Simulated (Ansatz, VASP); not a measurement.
## HfW in VASP and in Ansatz

INCAR

```
SYSTEM = HfW
PREC     = Accurate       ! precision mode
ENCUT    = 520            ! plane-wave cutoff, eV
EDIFF    = 1E-6           ! SCF threshold, eV
ISMEAR   = 0              ! smearing method
SIGMA    = 0.1            ! smearing width, eV
LREAL    = .FALSE.        ! projectors in reciprocal space
LASPH    = .TRUE.         ! aspherical terms in the spheres
NELM     = 60             ! most SCF steps
ALGO     = Normal         ! electronic algorithm
ISIF     = 2              ! what is computed and relaxed
LWAVE    = .FALSE.        ! write WAVECAR
LCHARG   = .FALSE.        ! write CHGCAR
GGA      = PE             ! functional
NBANDS   = 32             ! bands
```

File KPOINTS:

```
regular mesh
0
G
  6 6 4
  0 0 0
```

POSCAR

```
HfW
1.0
    3.8857387682      0.0000000000      0.0000000000
    0.0000000000      3.8857387682      0.0000000000
    0.0000000000      0.0000000000      4.9099688240
Hf W
2 2
Direct
    0.0000000000      0.5000000000      0.2351000000
    0.5000000000      0.0000000000      0.7649000000
    0.0000000000      0.0000000000      0.0000000000
    0.5000000000      0.5000000000      0.0000000000
```

Input for Ansatz:

```yaml
crystal:
  lattice:
    - [3.8857387682, 0.0, 0.0]
    - [0.0, 3.8857387682, 0.0]
    - [0.0, 0.0, 4.909968824]
  atoms:
    - { symbol: Hf, position: [0.0, 0.5, 0.2351] }
    - { symbol: Hf, position: [0.5, 0.0, 0.7649] }
    - { symbol: W, position: [0.0, 0.0, 0.0] }
    - { symbol: W, position: [0.5, 0.5, 0.0] }
basis:
  ecutwfc: 420
kpoints:
  mp_grid: { grid: [6, 6, 4] }
hamiltonian:
  xc: pbe
scf:
  occupations: { method: gaussian, width: 0.1 }
  lower_state_search: "off"
output:
  forces: true
  stress: true
  eigenvalues: true
```

Alike in both runs: task single point; functional PBE; k mesh 6 × 6 × 4; occupations gaussian, width 0.1 eV; no spin polarisation.

|  | VASP | Ansatz |
| --- | --- | --- |
| version | VASP 6.6.1 | Ansatz 0.2.0 |
| potentials or method | VASP PAW PBE potentials, release 64 (Hf_pv, W_sv), cutoff 520 eV | scalar-relativistic, plane waves, PAW |
| valence electrons in the cell | 48 | 80 |

```tsv
	VASP	Ansatz	Ansatz less VASP
gap on the k mesh at the Fermi level (eV)	none	none	-
rms of the force components (eV/Å)	6.316	6.311	-0.0054
```

Atom by atom the forces differ by 0.005 eV/Å (rms over components). A gap of «none» marks a metal or a gap that the smearing closes. The functional is the same, so the differences come from potentials, cutoffs and numerics. VASP's potentials hold 48 valence electrons a cell and Ansatz's 80, so a difference there can come from the potentials and not from the codes.

Neither program's run includes spin-orbit coupling.
